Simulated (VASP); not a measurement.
# CdTe (F-43m) in VASP: further runs, part 2 of 2

VASP 6.6.1. The steps go on from the part before.

**4. Relaxation of cell and atoms, LDA, target pressure 1.2 GPa, at which the enthalpy is minimised**

This run uses another cell than the first one, of 31.63 Å³/atom.

INCAR

```
PREC = Accurate
ENCUT = 500
EDIFF = 1E-7
ISMEAR = 0
SIGMA = 0.02
LREAL = F
LASPH = T
NELM = 120
ALGO = Normal
ISIF = 3
LWAVE = F
LCHARG = F
GGA = CA
IBRION = 2
NSW = 70
EDIFFG = -0.004
PSTRESS = 12.0
GGA_COMPAT = F
NELMIN = 4
```

KPOINTS

```
Automatic mesh
0
Gamma
  10 10 10
```

POSCAR

```
CdTe
1.0
    0.0000000000      3.1626696605      3.1626696605
    3.1626696605      0.0000000000      3.1626696605
    3.1626696605      3.1626696605      0.0000000000
Cd Te
1 1
Direct
    0.0000000000      0.0000000000      0.0000000000
    0.2500000000      0.2500000000      0.2500000000
```

Potentials or basis: VASP PAW LDA potentials, release 64 (Cd, Te).

Launch:

```console
$ cat potpaw_LDA.64/Cd/POTCAR potpaw_LDA.64/Te/POTCAR > POTCAR
$ mpirun -np 1 vasp_std > vasp.out
```

OUTCAR:

```text
PREC = Accurate
   ENCUT = 500
   EDIFF = 1E-7
   ISMEAR = 0
   LREAL = F
   LASPH = T
   NELM = 120
   ISIF = 3
   GGA = CA
   IBRION = 2
   NSW = 70
   EDIFFG = -0.004
   PSTRESS = 12.0
   NELMIN = 4

 ion  position               nearest neighbor table
   1  0.000  0.000  0.000-   2 2.74   2 2.74   2 2.74   2 2.74
   2  0.250  0.250  0.250-   1 2.74   1 2.74   1 2.74   1 2.74

  LATTYP: Found a face centered cubic cell.
 ALAT       =     6.3253393210

  Lattice vectors:

 A1 = (   0.0000000000,   3.1626696605,   3.1626696605)
 A2 = (   3.1626696605,   0.0000000000,   3.1626696605)
 A3 = (   3.1626696605,   3.1626696605,   0.0000000000)

Analysis of symmetry for initial positions (statically):
=====================================================================
 Subroutine PRICEL returns:
 Original cell was already a primitive cell.

 Routine SETGRP: Setting up the symmetry group for a
 face centered cubic supercell.

 Subroutine GETGRP returns: Found 24 space group operations
[... 174 lines left out ...]
  -------------------------------------------------------------------------------------
  Total        0.9112270      0.9112270      0.9112270      0.0000000      0.0000000      0.0000000
  in kB       23.0752092     23.0752092     23.0752092      0.0000000      0.0000000      0.0000000
  external PRESSURE =      11.0752092 kB  Pullay stress =      12.0000000 kB
[... 63 lines left out ...]
--------------------------------------- Ionic step        3  -------------------------------------------

 number of electron      18.0000001 magnetization

 Free energy of the ion-electron system (eV)
  ---------------------------------------------------
  ext. energy  EPLUGINS =         0.00000000
  ---------------------------------------------------
  free energy    TOTEN  =        -6.04615463 eV

  energy without entropy =       -6.04615463  energy(sigma->0) =       -6.04615463

 E-fermi :   2.8034     XC(G=0):  -9.1745

 val. band max:        2.6555652807   @ k =   0.0000   0.0000   0.0000
 cond. band min:       3.3697776589   @ k =   0.0000   0.0000   0.0000
 fundamental gap:      0.7142123782
 Fermi energy:         2.8033629308

 k-point     1 :       0.0000    0.0000    0.0000
  band No.  band energies     occupation
      1      -8.9003      2.00000
      2      -5.8339      2.00000
      3      -5.8339      2.00000
      4      -5.8339      2.00000
      5      -5.5287      2.00000
      6      -5.5287      2.00000
      7       2.6556      2.00000
      8       2.6556      2.00000
      9       2.6556      2.00000
     10       3.3698      0.00000
     11       7.1177      0.00000
     12       7.1177      0.00000
     13       7.1177      0.00000
[... 354 lines left out ...]
  band No.  band energies     occupation
      1      -8.4173      2.00000
      2      -5.7015      2.00000
      3      -5.6887      2.00000
      4      -5.6286      2.00000
      5      -5.5025      2.00000
      6      -5.2602      2.00000
      7      -1.2790      2.00000
      8       0.7550      2.00000
      9       0.9555      2.00000
     10       5.3273      0.00000
     11       5.8636      0.00000
     12       9.3702      0.00000
     13      10.1264      0.00000

 [... further k-points ...]
[... 5 lines left out ...]
  --------------------------------------------------------------------------------------
  -------------------------------------------------------------------------------------
  Total        0.4824448      0.4824448      0.4824448     -0.0000000      0.0000000     -0.0000000
  in kB       11.9700137     11.9700137     11.9700137     -0.0000000      0.0000000     -0.0000000
  external PRESSURE =      -0.0299863 kB  Pullay stress =      12.0000000 kB
[... 21 lines left out ...]
  energy  without entropy=       -6.0461546322  energy(sigma->0) =       -6.04615463

  enthalpy is  TOTEN    =        -5.5625012572 eV   P V=        0.4836533749

 reached required accuracy - stopping structural energy minimisation
```

CONTCAR:

```text
CdTe
   1.00000000000000
     0.0000000000000000    3.1842795502240633    3.1842795502240633
     3.1842795502240633   -0.0000000000000000    3.1842795502240633
     3.1842795502240633    3.1842795502240633    0.0000000000000000
  Cd              Te
     1     1
Direct
     0.0000000000000000    0.0000000000000000    0.0000000000000000
     0.2500000000000000    0.2500000000000000    0.2500000000000000

  0.00000000E+00  0.00000000E+00  0.00000000E+00
  0.00000000E+00  0.00000000E+00  0.00000000E+00
```

Run time: 3.1 min. Hardware: 1 thread of AMD EPYC 7R13, shared host; peak memory 0.17 GiB.

What came out:

| Property | Result |
| --- | --- |
| Free energy | -6.0462 eV |
| Relaxed volume | 32.29 Å³/atom |
| Relaxed cell | a = 4.503 Å, b = 4.503 Å, c = 4.503 Å, α = 60.00°, β = 60.00°, γ = 60.00° |
| Space group after relaxing (to 0.1 Å) | F-43m (No. 216) |
| Energy change on relaxing (the run minimises the enthalpy) | -7.1 meV/atom |
| Ionic steps | 3 |
| Pressure after relaxing | 1.2 GPa |
| Band gap on the k mesh | 0.71 eV |

The path:
```tsv
step	energy change (eV)	largest force (eV/Å)	pressure (GPa)	volume (Å³)
1	0.0000	0.0000	2.31	63.27
2	-0.0183	0.0000	0.63	65.29
3	-0.0142	0.0000	1.20	64.57
```

Final structure:
```
Cd Te
1.0
     0.00000    3.18428    3.18428
     3.18428    0.00000    3.18428
     3.18428    3.18428    0.00000
Cd Te
1 1
Direct
  0.00000 0.00000 0.00000
  0.25000 0.25000 0.25000
```

Caveat: the cell is relaxed towards a set pressure, so the run minimises the enthalpy, not the energy; spin-orbit coupling is left out, which moves the levels of the heavy elements.

**5. The runs side by side**

```csv
cell,gap on the mesh (eV),pressure (GPa)
"relaxed to 4 GPa from a = 4.448 Å, angles 60.0°, 2 atoms",0.87,4.0
"relaxed to 2 GPa from a = 4.473 Å, angles 60.0°, 2 atoms",0.76,2.0
"relaxed to 1.2 GPa from a = 4.473 Å, angles 60.0°, 2 atoms",0.71,1.2
```

Alike in all rows: task relaxation of cell and atoms; level LDA; potentials or basis VASP PAW LDA potentials, release 64 (Cd, Te); no spin polarisation; k mesh 10 × 10 × 10; cutoff (eV) 500; smearing gaussian 0.02 eV.

Caveats: the cell is relaxed towards a set pressure, so the run minimises the enthalpy, not the energy; spin-orbit coupling is left out, which moves the levels of the heavy elements.

Absolute energies hang on the potentials; compare differences alone.
